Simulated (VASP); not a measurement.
# Ni (P3_121) in VASP: further runs, part 2 of 2

VASP 6.6.1.

### 3 Relaxation of cell and atoms, PBEsol, collinear spin, ferromagnetic start

Contents of INCAR:

```
ALGO = Normal ; EDIFF = 1E-6
EDIFFG = -0.04 ; ENCUT = 600
GGA = PS ; IBRION = 2
ISIF = 3 ; ISMEAR = 0
ISPIN = 2 ; LASPH = T
LCHARG = F ; LMAXMIX = 4
LORBIT = 11 ; LREAL = F
LWAVE = F ; MAGMOM = 0.3 0.3 0.3
NELM = 150 ; NSW = 90
PREC = Accurate ; SIGMA = 0.1
```

Contents of KPOINTS:

```
k-points
0
Gamma
  6 6 6
```

Contents of POSCAR:

```
Ni
1.0
    3.2077354665      0.0000000000      0.0000000000
   -1.6038677333      2.7779804027      0.0000000000
    0.0000000000      0.0000000000      3.6392832653
Ni
3
Direct
    0.2254000000      0.0000000000      0.3333333333
    0.0000000000      0.2254000000      0.6666666667
    0.7746000000      0.7746000000      0.0000000000
```

Potentials or basis: VASP PAW PBE potentials, release 64 (Ni).

Command:

```bash
cat potpaw_PBE.64/Ni/POTCAR > POTCAR
mpirun -np 1 vasp_std > vasp.out
```

OUTCAR:

```text
EDIFF = 1E-6
   EDIFFG = -0.04
   ENCUT = 600
   GGA = PS
   IBRION = 2
   ISIF = 3
   ISMEAR = 0
   ISPIN = 2
   LASPH = T
   LORBIT = 11
   LREAL = F
   NELM = 150
   NSW = 90
   PREC = Accurate

 ion  position               nearest neighbor table
   1  0.225  0.000  0.333-   3 1.74   2 1.74   3 2.52   3 2.52   2 2.52   2 2.52   2 2.73   3 2.73

   2  0.000  0.225  0.667-   3 1.74   1 1.74   3 2.52   3 2.52   1 2.52   1 2.52   1 2.73   3 2.73

   3  0.775  0.775  0.000-   1 1.74   2 1.74   2 2.52   1 2.52   2 2.52   1 2.52   1 2.73   2 2.73

  LATTYP: Found a hexagonal cell.
 ALAT       =     3.2077354665
 C/A-ratio  =     1.1345334749

  Lattice vectors:

 A1 = (   3.2077354665,   0.0000000000,   0.0000000000)
 A2 = (  -1.6038677333,   2.7779804027,   0.0000000000)
 A3 = (   0.0000000000,   0.0000000000,   3.6392832653)

Analysis of symmetry for initial positions (statically):
=====================================================================
 Subroutine PRICEL returns:
[... 197 lines left out ...]
  Direction    XX          YY          ZZ          XY          YZ          ZX
  --------------------------------------------------------------------------------------
  -------------------------------------------------------------------------------------
  Total       12.1178558     12.1178558     27.9622263     -0.0000000      0.0000000      0.0000000
  in kB      598.6772844    598.6772844   1381.4613694     -0.0000000      0.0000000      0.0000000
  external PRESSURE =     859.6053127 kB  Pullay stress =       0.0000000 kB
[... 2235 lines left out ...]
     18       7.7954      0.00000
     19       8.3660      0.00000

 [... further k-points ...]

[... ionic steps 4 to 12 ...]

--------------------------------------- Ionic step       13  -------------------------------------------

 number of electron      29.9999982 magnetization       1.7021577

------------------------ aborting loop because EDIFF is reached ----------------------------------------
[... 69 lines left out ...]
--------------------------------------- Ionic step       15  -------------------------------------------

 number of electron      29.9999983 magnetization       1.7092248

 Free energy of the ion-electron system (eV)
  ---------------------------------------------------
  ext. energy  EPLUGINS =         0.00000000
  ---------------------------------------------------
  free energy    TOTEN  =       -16.15709690 eV

  energy without entropy =      -16.13501491  energy(sigma->0) =      -16.14605590

 E-fermi :   7.9094     XC(G=0): -12.7649

 val. band max:        7.9062442380   @ k =   0.1667   0.1667   0.0000
 cond. band min:       7.9154661815   @ k =   0.0000   0.1667   0.1667
 fundamental gap:      0.0092219434
 Fermi energy:         7.9094287920
[... 1092 lines left out ...]
  FREE ENERGIE OF THE ION-ELECTRON SYSTEM (eV)
  ---------------------------------------------------
  free  energy   TOTEN  =       -16.1570969015 eV

  energy  without entropy=      -16.1350149065  energy(sigma->0) =      -16.14605590

 reached required accuracy - stopping structural energy minimisation

 total charge

# of ion       s       p       d       tot
------------------------------------------
    1        0.529   0.424   8.372   9.325
    2        0.529   0.424   8.372   9.325
    3        0.529   0.424   8.372   9.325
--------------------------------------------------
tot          1.588   1.273  25.115  27.976

 magnetization (x)

# of ion       s       p       d       tot
------------------------------------------
    1       -0.001  -0.001   0.574   0.572
    2       -0.001  -0.001   0.574   0.572
    3       -0.001  -0.001   0.574   0.572
--------------------------------------------------
tot         -0.002  -0.003   1.721   1.715
```

OSZICAR:

```text
N       E                     dE             d eps       ncg     rms          rms(c)
DAV:   1     0.188617110731E+03    0.18862E+03   -0.14963E+04  2584   0.253E+03
[... 176 lines left out ...]
DAV:   2    -0.161624491366E+02    0.92443E-02   -0.14756E-01  2660   0.604E+00    0.572E-01
DAV:   3    -0.161574042965E+02    0.50448E-02   -0.25528E-02  2648   0.263E+00    0.156E-01
DAV:   4    -0.161571742693E+02    0.23003E-03   -0.18807E-04  2675   0.161E-01    0.845E-02
DAV:   5    -0.161570922435E+02    0.82026E-04   -0.55465E-05  3197   0.680E-02    0.176E-02
DAV:   6    -0.161570948656E+02   -0.26221E-05   -0.62332E-06  2593   0.313E-02    0.776E-03
DAV:   7    -0.161570967049E+02   -0.18393E-05   -0.67865E-07  1410   0.978E-03    0.215E-03
DAV:   8    -0.161570969015E+02   -0.19666E-06   -0.24779E-07  1319   0.796E-03
  15 F= -.16157097E+02 E0= -.16146056E+02  d E =-.141704E-03  mag=     1.7094
```

Run time: 5.5 min. Hardware: 1 thread of Intel Xeon Platinum 8488C (Sapphire Rapids), shared host; peak memory 0.2 GiB.

Results:

| Quantity | Value |
| --- | --- |
| Free energy | -16.1571 eV |
| Relaxed volume | 12.01 Å³/atom |
| Relaxed cell | a = 3.241 Å, b = 3.241 Å, c = 3.961 Å, α = 90.00°, β = 90.00°, γ = 120.00° |
| Space group after relaxing (to 0.05 Å) | Pm-3m (No. 221) |
| Energy gained by relaxing | 1911.9 meV/atom |
| Ionic steps | 15 |
| Pressure after relaxing | -0.3 GPa |
| Largest force after relaxing | 0.011 eV/Å |
| Net moment | 1.71 μB per cell |
| Site moments | Ni +0.57 μB |
| Valence electrons inside the program's atomic spheres | Ni 9.32 |

Forces on the atoms (eV/Å):
```
Ni   0.011  0.000  0.000
Ni  -0.006  0.010  0.000
Ni  -0.006 -0.010  0.000
```

Step by step:
```csv
step,energy change (eV),largest force (eV/Å),pressure (GPa),volume (Å³)
1,0.0000,13.7860,85.96,32.43
2,-1.9007,0.1853,-21.34,67.12
3,-2.6655,0.1920,-22.88,61.29
4,-3.3058,0.1614,-23.93,56.68
5,-5.1680,0.1763,-19.33,43.52
6,-5.2412,2.2378,-0.17,37.72
7,-5.3848,0.7368,-13.33,40.75
8,-5.3983,1.1174,-9.93,39.72
9,-5.3996,1.0530,-10.49,39.87
10,-5.6702,0.7440,0.64,36.05
11,-5.6808,0.6329,4.54,35.20
12,-5.7330,0.1016,1.30,35.70
13,-5.7354,0.0172,0.55,35.86
14,-5.7354,0.0082,0.57,35.85
15,-5.7356,0.0114,-0.29,36.03
```

Final structure:
```
CELL_PARAMETERS angstrom
3.24106 0.00000 0.00000
-1.62053 2.80684 0.00000
0.00000 0.00000 3.96111
ATOMIC_POSITIONS crystal
Ni 0.33292 0.00000 0.33333
Ni 0.00000 0.33292 0.66667
Ni 0.66708 0.66708 0.00000
```

Levels at points of the mesh, in eV from the Fermi level:
Spin up:
```tsv
k point	band 12	band 13	band 14	band 15	band 16	band 17	band 18	band 19
(0.00, 0.00, 0.00)	-0.92	-0.91	-0.38	-0.38	-0.38	3.38	3.38	12.18
(0.50, 0.00, 0.00)	-1.26	-0.91	-0.91	-0.33	-0.33	0.40	5.22	5.26
(0.00, 0.00, 0.50)	-0.96	-0.96	-0.84	-0.84	0.46	0.46	12.08	12.08
(0.50, 0.00, 0.50)	-1.49	-1.24	-1.00	-1.00	-0.28	1.15	1.16	3.78
```
Spin down:
| k point | band 12 | band 13 | band 14 | band 15 | band 16 | band 17 |
| --- | --- | --- | --- | --- | --- | --- |
| (0.00, 0.00, 0.00) | -0.36 | -0.36 | 0.30 | 0.30 | 0.30 | 3.60 |
| (0.50, 0.00, 0.00) | -0.62 | -0.27 | -0.27 | 0.18 | 0.18 | 1.01 |
| (0.00, 0.00, 0.50) | -0.31 | -0.31 | -0.21 | -0.21 | 1.07 | 1.07 |
| (0.50, 0.00, 0.50) | -0.86 | -0.85 | -0.42 | -0.42 | 0.40 | 1.47 |

Caveat: the k points lie up to 0.37 Å⁻¹ apart in the final cell; the PAW data sets were made with another functional, which shifts forces and pressure a little.
